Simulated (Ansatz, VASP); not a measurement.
**One calculation of KCl, two programs**

INCAR

```
ALGO = Normal
EDIFF = 1E-6
ENCUT = 520
GGA = PE
ISIF = 2
ISMEAR = 0
LASPH = True
LCHARG = False
LREAL = False
LWAVE = False
NBANDS = 15
NELM = 60
PREC = Accurate
SIGMA = 0.02
```

File KPOINTS:

```
k-points
0
Gamma
  6 6 6
```

The input POSCAR:

```
KCl
1.0
    0.0000000000      3.1891817236      3.1891817236
    3.1891817236      0.0000000000      3.1891817236
    3.1891817236      3.1891817236      0.0000000000
K Cl
1 1
Direct
    0.0000000000      0.0000000000      0.0000000000
    0.5000000000      0.5000000000      0.5000000000
```

Input for Ansatz:

```yaml
crystal:
  lattice:
    - [0.0, 3.189181713, 3.189181713]
    - [3.189181713, 0.0, 3.189181713]
    - [3.189181713, 3.189181713, 0.0]
  atoms:
    - { symbol: K, position: [0.0, 0.0, 0.0] }
    - { symbol: Cl, position: [0.5, 0.5, 0.5] }
basis:
  ecutwfc: 420
kpoints:
  mp_grid: { grid: [6, 6, 6] }
  band_path:
    path:
      - [[0.0, 0.0, 0.0], [0.5, 0.0, 0.5], [0.625, 0.25, 0.625]]
      - [[0.375, 0.375, 0.75], [0.0, 0.0, 0.0], [0.5, 0.5, 0.5], [0.5, 0.25, 0.75], [0.5, 0.0, 0.5]]
    npoints: 14
hamiltonian:
  xc: pbe
scf:
  occupations: { method: gaussian, width: 0.02 }
  n_extra_bands: 6
output:
  forces: true
  stress: true
  eigenvalues: true
  populations: true
  dos: { projected: true, de: 0.02, nscf_kmesh: { grid: [9, 9, 9] } }
  bader: true
  write_density: true
  write_potential: true
  elf: true
  volumetric_format: npy
```

Alike in both runs: task single point; functional PBE; k mesh 6 × 6 × 6; occupations gaussian, width 0.02 eV; no spin polarisation.

```csv
,VASP,Ansatz
version,VASP 6.6.1,Ansatz 0.2.0
potentials or method,"VASP PAW PBE potentials, release 64 (K_sv, Cl), cutoff 520 eV","scalar-relativistic, plane waves, PAW"
valence electrons in the cell,16,16
```

|  | VASP | Ansatz | Ansatz less VASP |
| --- | --- | --- | --- |
| gap on the k mesh at the Fermi level (eV) | 5.05 | 5.05 | +0.002 |
| least direct gap on the mesh (eV) | 5.05 | 5.05 | +0.002 |
| pressure (GPa) | 0.0 | 0.0 | -0.02 |

With one functional, cell and mesh, what is left measures potentials, basis and numerics.
